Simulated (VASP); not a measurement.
# MoS2: single point with PBEsol

MoS2, a sheet with vacuum:

```
S Mo
1.0
     3.16000    0.00000    0.00000
    -1.58000    2.76401    0.00000
     0.00000    0.00000   30.06000
S Mo
2 1
Cartesian
  1.5800 0.9203 9.0187
  1.5800 0.9203 12.1113
  0.0000 1.8447 10.5650
```

```yaml
Program: VASP 6.6.1
Task: single point
Functional: PBEsol
Potentials_or_basis: VASP PAW PBE potentials, release 64 (S, Mo_sv)
Cutoff: 400 eV
k_mesh: 12 × 12 × 1
Occupations: gaussian, width 0.02 eV
Spin: no spin polarisation
Dipole_correction: yes
Further_INCAR_settings: ALGO = Normal; EDIFF = 1e-06; NBANDS = 20; NELMDL = -8
```

```yaml
Largest_force: 0.005 eV/Å
Band_gap_on_the_k_mesh: 1.61 eV (least direct gap 1.68 eV)
```

Forces in eV/Å, atoms in the order of the input:
```
S    0.000  0.000 -0.005
S    0.000  0.000  0.005
Mo   0.000  0.001  0.000
```

Levels at points of the mesh, in eV from the valence-band top:
| k point | band 11 | band 12 | band 13 | band 14 | band 15 | band 16 |
| --- | --- | --- | --- | --- | --- | --- |
| (0.00, 0.00, 0.00) | -1.62 | -1.56 | 0.00 | 2.73 | 2.79 | 3.02 |
| (0.50, 0.00, 0.00) | -1.87 | -1.06 | -0.67 | 2.23 | 2.77 | 3.87 |
| (0.00, 0.50, 0.00) | -1.90 | -0.97 | -0.72 | 2.22 | 2.74 | 3.91 |

Run time: 2.9 min on 1 thread of Intel(R) Xeon(R) Platinum 8488C (Sapphire Rapids) (shared host), peak memory 0.38 GiB.

Caveat: the PAW data sets were made with another functional, which shifts forces and pressure a little.
